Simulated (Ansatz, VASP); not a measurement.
## Two plane-wave programs on As

Contents of INCAR:

```
SYSTEM = As
ALGO     = Normal         ! electronic algorithm
EDIFF    = 1E-6           ! SCF threshold, eV
ENCUT    = 510            ! plane-wave cutoff, eV
GGA      = PS             ! functional
GGA_COMPAT= .FALSE.      
ISIF     = 2              ! what is computed and relaxed
ISMEAR   = -1             ! smearing method
LASPH    = .TRUE.         ! aspherical terms in the spheres
LCHARG   = .FALSE.        ! write CHGCAR
LREAL    = .FALSE.        ! projectors in reciprocal space
LWAVE    = .FALSE.        ! write WAVECAR
NBANDS   = 22             ! bands
NELM     = 120            ! most SCF steps
PREC     = Accurate       ! precision mode
SIGMA    = 0.05           ! smearing width, eV
```

KPOINTS

```
k-points
0
G
  7 7 7
  0 0 0
```

File POSCAR:

```
As
1.0
    1.8996048677      1.0967373817      3.5140619945
   -1.8996048677      1.0967373817      3.5140619945
    0.0000000000     -2.1934747634      3.5140619945
As
2
Direct
    0.2260000000      0.2260000000      0.2260000000
    0.7740000000      0.7740000000      0.7740000000
```

input.yaml

```yaml
crystal:
  lattice:
    - [1.8996048677, 1.0967373817, 3.5140619945]
    - [-1.8996048677, 1.0967373817, 3.5140619945]
    - [0.0, -2.1934747634, 3.5140619945]
  atoms:
    - { symbol: As, position: [0.226, 0.226, 0.226] }
    - { symbol: As, position: [0.774, 0.774, 0.774] }
hamiltonian:
  xc: pbesol
  pseudopotentials: { kind: paw }
kpoints:
  mp_grid: { grid: [7, 7, 7] }
scf:
  occupations: { method: fermi_dirac, width: 0.05 }
output:
  forces: true
  stress: true
  eigenvalues: true
```

Alike in both runs: task single point; functional PBEsol; k mesh 7 × 7 × 7; occupations fermi-dirac, width 0.05 eV; no spin polarisation.

|  | VASP | Ansatz |
| --- | --- | --- |
| version | VASP 6.6.1 | Ansatz 0.2.0 |
| potentials or method | VASP PAW PBE potentials, release 64 (As_d) | Ansatz PAW |
| plane-wave cutoff (eV) | 510 | 420 |
| valence electrons in the cell | 30 | 30 |

|  | VASP | Ansatz | Ansatz less VASP |
| --- | --- | --- | --- |
| gap on the k mesh at the Fermi level (eV) | 0.03 | 0.03 | -0.003 |
| least direct gap on the mesh (eV) | 0.67 | 0.67 | 0.000 |
| pressure (GPa) | -1.2 | -1.5 | -0.25 |
| rms of the force components (eV/Å) | 0.137 | 0.133 | -0.0046 |

VASP's potentials were made for PBE, not for PBEsol. Atom by atom the forces differ by 0.005 eV/Å (rms over components).

Noted on Ansatz's run: odd divisions of the mesh miss points on the zone boundary, where band edges often lie, so the gap on the mesh can be too wide.
